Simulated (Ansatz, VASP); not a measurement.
**One calculation of Lu, two programs**

The input INCAR:

```
SYSTEM = Lu
ALGO = Normal
EDIFF = 1E-6
ENCUT = 520
GGA = PE
ISIF = 2
ISMEAR = -1
LASPH = .True.
LCHARG = .False.
LREAL = .False.
LWAVE = .False.
NBANDS = 32
NELM = 60
PREC = Accurate
SIGMA = 0.6
```

The input KPOINTS:

```
k-points
0
Gamma
  10 10 6
  0 0 0
```

The input POSCAR:

```
Lu
1.0
    3.5070808964      0.0000000000      0.0000000000
   -1.7535404482      3.0372211494      0.0000000000
    0.0000000000      0.0000000000      5.4772888711
Lu
2
Direct
    0.3333333333      0.6666666667      0.2500000000
    0.6666666667      0.3333333333      0.7500000000
```

Input for Ansatz:

```yaml
crystal:
  lattice:
    - [3.5070808964, 0.0, 0.0]
    - [-1.7535404482, 3.0372211494, 0.0]
    - [0.0, 0.0, 5.4772888711]
  atoms:
    - { symbol: Lu, position: [0.3333333333, 0.6666666667, 0.25] }
    - { symbol: Lu, position: [0.6666666667, 0.3333333333, 0.75] }
hamiltonian:
  xc: pbe
  pseudopotentials:
    kind: paw
    azcp:
      Lu: "pseudopotentials/Lu.paw.azcp"
basis:
  ecutwfc: 420
  fft_grid_basis: typed
kpoints:
  mp_grid: { grid: [10, 10, 6], shift: [0, 0, 0] }
magnetization:
  spin_polarized: false
scf:
  occupations: { method: fermi_dirac, width: 0.6 }
  lower_state_search: "off"
output:
  stress: true
```

Alike in both runs: task single point; functional PBE; k mesh 10 × 10 × 6; occupations fermi-dirac, width 0.6 eV; no spin polarisation.

|  | VASP | Ansatz |
| --- | --- | --- |
| version | VASP 6.6.1 | Ansatz 0.2.0 |
| potentials or method | VASP PAW PBE potentials, release 64 (Lu), cutoff 520 eV | plane waves (420 eV) with PAW, scalar-relativistic |
| valence electrons in the cell | 50 | 50 |

|  | VASP | Ansatz | Ansatz less VASP |
| --- | --- | --- | --- |
| pressure (GPa) | 2.6 | 2.4 | -0.14 |
| traceless stress, the component that is largest in VASP (GPa) | 1.52 | 1.51 | -0.008 |

Neither program's run includes spin-orbit coupling.
